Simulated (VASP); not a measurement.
Here is a VASP 6.6.1 calculation.

INCAR

```
SYSTEM = WS2
ALGO = Normal
EDIFF = 1E-6
ENCUT = 520
GGA = PE
ISIF = 2
ISMEAR = -1
LASPH = .True.
LCHARG = .False.
LREAL = .False.
LWAVE = .False.
NBANDS = 20
NELM = 80
PREC = Accurate
SIGMA = 0.08
```

Contents of KPOINTS:

```
k-points
0
Gamma
  13 13 13
  0 0 0
```

POSCAR

```
WS2
1.0
    1.5997790880      0.9236328871      6.2444357484
   -1.5997790880      0.9236328871      6.2444357484
    0.0000000000     -1.8472657741      6.2444357484
W S
1 2
Direct
    0.0000000000      0.0000000000      0.0000000000
    0.7503000000      0.7503000000      0.7503000000
    0.5810000000      0.5810000000      0.5810000000
```

Potentials or basis: VASP PAW PBE potentials, release 64 (W_sv, S).

Run with:

```sh
$ cat potpaw_PBE.64/W_sv/POTCAR potpaw_PBE.64/S/POTCAR > POTCAR
$ mpirun -np 1 vasp_std > vasp.out
```

Question: What does it give for the pressure?

Answer: -1.8 GPa.

Question: What does it give for the band gap on the k mesh?

Answer: 1.10 eV, indirect (least direct gap 2.00 eV).

Forces on the atoms (eV/Å):
```
W    0.000  0.000 -0.557
S    0.000  0.000 -0.179
S    0.000  0.000  0.736
```

Caveat: spin-orbit coupling is left out, which moves the levels of the heavy elements. A k mesh can miss the band edges.
